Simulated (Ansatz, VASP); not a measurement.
# Two plane-wave programs on Mg3BeS

```
Mg Be S
1.0
     3.99038    0.00000    0.00000
    -1.99519    3.45577    0.00000
     0.00000    0.00000    7.07933
Mg Be S
3 1 1
Direct
  0.66667 0.33333 0.28348
  0.66667 0.33333 0.71652
  0.00000 0.00000 0.00000
  0.33333 0.66667 0.00000
  0.00000 0.00000 0.50000
```

Change from the starting cell: species swapped into the GaFe3As type (P-6m2, No. 187).

Alike in both runs: functional PBE; k mesh 6 × 6 × 4; occupations gaussian, width 0.1 eV; no spin polarisation.

Ansatz relaxed the structure, and its values are those at the end. VASP's run is a single point on that final structure, the one shown.

```csv
,VASP,Ansatz
version,VASP 6.6.1,Ansatz 0.2.0
potentials or method,"VASP PAW PBE potentials, release 64 (Mg, Be, S), cutoff 520 eV","scalar-relativistic, plane waves, PAW"
valence electrons in the cell,14,38
```

Ansatz gave:

| Item | Value |
| --- | --- |
| gap on the k mesh at the Fermi level (eV) | none |
| pressure (GPa) | -0.1 |
| rms of the force components (eV/Å) | 0.011 |

Task: Estimate VASP's values.

Result: gap on the k mesh at the Fermi level (eV): none; pressure (GPa): -0.2; rms of the force components (eV/Å): 0.010.

A gap of «none» marks a metal or a gap that the smearing closes. VASP's potentials hold 14 valence electrons a cell and Ansatz's 38, so a difference there can come from the potentials and not from the codes.
